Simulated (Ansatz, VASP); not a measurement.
**WBrF4 in VASP and in Ansatz**

```
W Br F
1.0
     0.00000    3.58342    3.58342
     3.58342    0.00000    3.58342
     3.58342    3.58342    0.00000
W Br F
1 1 4
Cartesian
  0.0000 0.0000 0.0000
  5.3751 5.3751 5.3751
  4.4793 4.4793 2.6876
  4.4793 2.6876 4.4793
  2.6876 4.4793 4.4793
  2.6876 2.6876 2.6876
```

Change from the starting cell: species swapped into the MgInCu4 type (F-43m, No. 216).

Alike in both runs: task single point; functional PBE; k mesh 4 × 4 × 4; occupations gaussian, width 0.1 eV; collinear spin.

|  | VASP | Ansatz |
| --- | --- | --- |
| version | VASP 6.6.1 | Ansatz 0.2.0 |
| potentials or method | VASP PAW PBE potentials, release 64 (W_sv, Br, F), cutoff 520 eV | scalar-relativistic, plane waves, PAW |
| valence electrons in the cell | 49 | 49 |

VASP gave:

- gap on the k mesh at the Fermi level (eV): none
- pressure (GPa): -17.9
- net moment per atom (μB): 0.37
- size of the moment on the site where the two differ most (μB): 0.04

Q: What did Ansatz give for the same quantities?

A: gap on the k mesh at the Fermi level (eV): none; pressure (GPa): -16.9; net moment per atom (μB): 0.49; size of the moment on the site where the two differ most (μB): 0.21.

The net moments are unlike, so the other rows may belong to different states. Site moments also hang on the region over which each program counts them. A gap of «none» marks a metal or a gap that the smearing closes. Ansatz's warnings: no starting moments.

The k mesh is coarse, so the values compare programs but aren't converged. Neither program's run includes spin-orbit coupling.
